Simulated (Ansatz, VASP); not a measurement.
**One calculation of GaP, two programs**

```
Ga P
1.0
     0.00000    2.95445    2.72676
     2.72676    0.00000    2.72676
     2.72676    2.95445    0.00000
Ga P
1 1
Direct
  0.00000 0.00000 0.00000
  0.75000 0.75000 0.75000
```

Alike in both runs: task single point; functional PBE; k mesh 10 × 10 × 10; occupations gaussian, width 0.05 eV; no spin polarisation.

|  | VASP | Ansatz |
| --- | --- | --- |
| version | VASP 6.6.1 | Ansatz 0.2.0 |
| potentials or method | VASP PAW PBE potentials, release 64 (Ga_d, P), cutoff 520 eV | scalar-relativistic, plane waves, PAW |
| valence electrons in the cell | 18 | 18 |

|  | VASP | Ansatz | Ansatz less VASP |
| --- | --- | --- | --- |
| gap on the k mesh at the Fermi level (eV) | 0.95 | 0.95 | +0.003 |
| least direct gap on the mesh (eV) | 0.95 | 0.95 | +0.003 |
| pressure (GPa) | -3.6 | -3.6 | +0.04 |
| traceless stress, the component that is largest in VASP (GPa) | -4.31 | -4.31 | +0.002 |

With one functional, cell and mesh, what is left measures potentials, basis and numerics.
